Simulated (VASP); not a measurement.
Wanted: the native input for a VASP 6.6.1 run.

- Task: single point
- Functional: LDA
- Potentials or basis: VASP PAW LDA potentials, release 64 (Nb_sv)
- Cutoff: 520 eV
- k mesh: 22 × 22 × 22
- Occupations: gaussian, width 0.15 eV
- Spin: no spin polarisation
- Dipole correction: no
- Further INCAR settings: ALGO = Normal; EDIFF = 1e-07; NBANDS = 12

The structure of Nb lies in POSCAR:

```
Nb
1.0
   -1.6639500000      1.6639500000      1.6639500000
    1.6639500000     -1.6639500000      1.6639500000
    1.6639500000      1.6639500000     -1.6639500000
Nb
1
Direct
    0.0000000000      0.0000000000      0.0000000000
```

The input as run:

INCAR

```
SYSTEM = Nb
PREC = Accurate
ENCUT = 520
EDIFF = 1E-7
ISMEAR = 0
SIGMA = 0.15
LREAL = .FALSE.
LASPH = .TRUE.
NELM = 60
ALGO = Normal
ISIF = 2
LWAVE = .FALSE.
LCHARG = .TRUE.
GGA = CA
LELF = .TRUE.
LVHAR = .TRUE.
NBANDS = 12
```

KPOINTS

```
regular mesh
0
G
  22 22 22
  0 0 0
```

Potentials or basis: VASP PAW LDA potentials, release 64 (Nb_sv).

Command:

```bash
$ cat potpaw_LDA.64/Nb_sv/POTCAR > POTCAR
$ mpirun -np 1 vasp_std > vasp.out
```

Results of the run:

- Pressure: -12.3 GPa
- Band gap on the k mesh: zero (an odd number of electrons rules out a gap without spin polarisation)

Caveat: the cell stands under tension.

It took 46 s on 1 thread of Intel Xeon 8259CL, with other jobs on the host, peak memory 0.19 GiB.
